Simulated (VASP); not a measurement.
Here is a VASP 6.6.1 calculation.

POSCAR

```
Se
1.0
   -1.6455338373      1.6455338373      1.6455338373
    1.6455338373     -1.6455338373      1.6455338373
    1.6455338373      1.6455338373     -1.6455338373
Se
1
Direct
    0.0000000000      0.0000000000      0.0000000000
```

The input INCAR.step1:

```
SYSTEM = Se
  ALGO = Normal
  EDIFF = 1E-4
  ENCUT = 520
  GGA = PE
  ISMEAR = -1
  LASPH = .True.
  LCHARG = .False.
  LREAL = .False.
  LWAVE = .True.
  NBANDS = 9
  NELM = 100
  PREC = Accurate
  SIGMA = 0.1
```

The input INCAR.step2:

```
SYSTEM = Se
  ALGO = Normal
  EDIFF = 1E-6
  ENCUT = 520
  ISIF = 2
  ISMEAR = -1
  ISTART = 1
  LASPH = .True.
  LCHARG = .False.
  LMIXTAU = .True.
  LREAL = .False.
  LWAVE = .False.
  METAGGA = R2SCAN
  NBANDS = 9
  NELM = 100
  PREC = Accurate
  SIGMA = 0.1
```

KPOINTS

```
k-points
0
Gamma
  15 15 15
  0 0 0
```

Potentials or basis: VASP PAW PBE potentials, release 64 (Se).

Command:

```bash
$ cat potpaw_PBE.64/Se/POTCAR > POTCAR
$ cp INCAR.step1 INCAR
$ mpirun -np 1 vasp_std > vasp.out
$ cp INCAR.step2 INCAR
$ mpirun -np 1 vasp_std > vasp.out
```

(1) What does it give for the band gap on the k mesh?

(2) What does it give for the pressure?

Results:

(1) zero (band 3 reaches 10.86 eV, above the bottom of band 4 at 3.06 eV).

(2) 13.3 GPa.

Caveat: the PAW data sets were made with another functional, which shifts forces and pressure a little.
